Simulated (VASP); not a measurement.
Input of a VASP 6.6.1 run:

Contents of INCAR:

```
SYSTEM = Re
  ALGO = Normal
  EDIFF = 1E-8
  ENCUT = 520
  ISIF = 2
  ISMEAR = -1
  LASPH = .TRUE.
  LCHARG = .FALSE.
  LEFG = .TRUE.
  LREAL = .FALSE.
  LWAVE = .FALSE.
  NBANDS = 10
  NELM = 60
  PREC = Accurate
  SIGMA = 0.03
```

Contents of KPOINTS:

```
k-points
0
G
  14 14 14
  0 0 0
```

POSCAR

```
Re
1.0
    0.0000000000      1.9683945995      1.9683945995
    1.9683945995      0.0000000000      1.9683945995
    1.9683945995      1.9683945995      0.0000000000
Re
1
Direct
    0.0000000000      0.0000000000      0.0000000000
```

Potentials or basis: VASP PAW LDA potentials, release 64 (Re).

Launch:

```console
$ cat potpaw_LDA.64/Re/POTCAR > POTCAR
$ mpirun -np 1 vasp_std > vasp.out
```

Problem. Estimate the pressure.

Solution. -20.1 GPa.

Problem. What does it give for the band gap on the k mesh?

Solution. Zero (an odd number of electrons rules out a gap without spin polarisation).

Caveat: the cell stands under tension; spin-orbit coupling is left out, which moves the levels of the heavy elements.
